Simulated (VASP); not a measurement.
Mg2Si3N:

```
Mg Si N
1.0
     4.95000    0.00000    0.00000
    -2.47500    4.28683    0.00000
     0.00000    0.00000    8.08000
Mg Si N
4 6 2
Direct
  0.33333 0.66667 0.06200
  0.66667 0.33333 0.56200
  0.33333 0.66667 0.43800
  0.66667 0.33333 0.93800
  0.83000 0.66000 0.25000
  0.83000 0.17000 0.25000
  0.34000 0.17000 0.25000
  0.17000 0.83000 0.75000
  0.66000 0.83000 0.75000
  0.17000 0.34000 0.75000
  0.00000 0.00000 0.00000
  0.00000 0.00000 0.50000
```

```yaml
Program: VASP 6.6.1
Task: relaxation of cell and atoms
Functional: PBE
Potentials_or_basis: VASP PAW PBE potentials, release 64 (Mg, Si, N)
Cutoff: 600 eV
k_mesh: 4 × 4 × 2
Occupations: gaussian, width 0.2 eV
Spin: no spin polarisation
```

At the start: pressure 1.9 GPa; volume 14.29 Å³/atom.

**Question.** How do energy, volume and symmetry change on relaxing?

**Answer.** Over 14 steps the energy falls by 32.1 meV/atom and the volume is 15.02 Å³/atom (+5.1 %); space group P6_3/mmc (No. 194, to 0.1 Å) before and after.

Step by step:
```csv
step,energy change (eV),largest force (eV/Å),pressure (GPa),volume (Å³)
1,0.0000,1.1074,1.87,171.46
2,-0.2356,0.1032,-0.22,175.61
3,-0.2357,0.1056,-0.24,175.67
4,-0.2628,0.1173,0.09,175.37
5,-0.3166,0.1155,1.38,174.35
6,-0.2337,0.0784,5.05,171.78
7,-0.3274,0.0899,2.00,173.89
8,-0.3284,0.0510,2.71,173.38
9,-0.3397,0.0201,2.51,174.02
10,-0.3609,0.0651,1.99,175.95
11,-0.3314,0.1942,1.17,179.71
12,-0.3632,0.0958,1.80,176.74
13,-0.3743,0.0618,1.27,177.60
14,-0.3848,0.0313,-0.21,180.20
```

Final structure:
```
Mg Si N
1.0
     4.82380    0.00000    0.00000
    -2.41190    4.17754    0.00000
     0.00000    0.00000    8.94230
Mg Si N
4 6 2
Direct
  0.33333 0.66667 0.05768
  0.66667 0.33333 0.55768
  0.33333 0.66667 0.44232
  0.66667 0.33333 0.94232
  0.83560 0.67119 0.25000
  0.83560 0.16440 0.25000
  0.32881 0.16440 0.25000
  0.16440 0.83560 0.75000
  0.67119 0.83560 0.75000
  0.16440 0.32881 0.75000
  0.00000 0.00000 0.00000
  0.00000 0.00000 0.50000
```

Caveat: the k points lie up to 0.38 Å⁻¹ apart in the final cell, too coarse for converged energies and pressures of a metal.
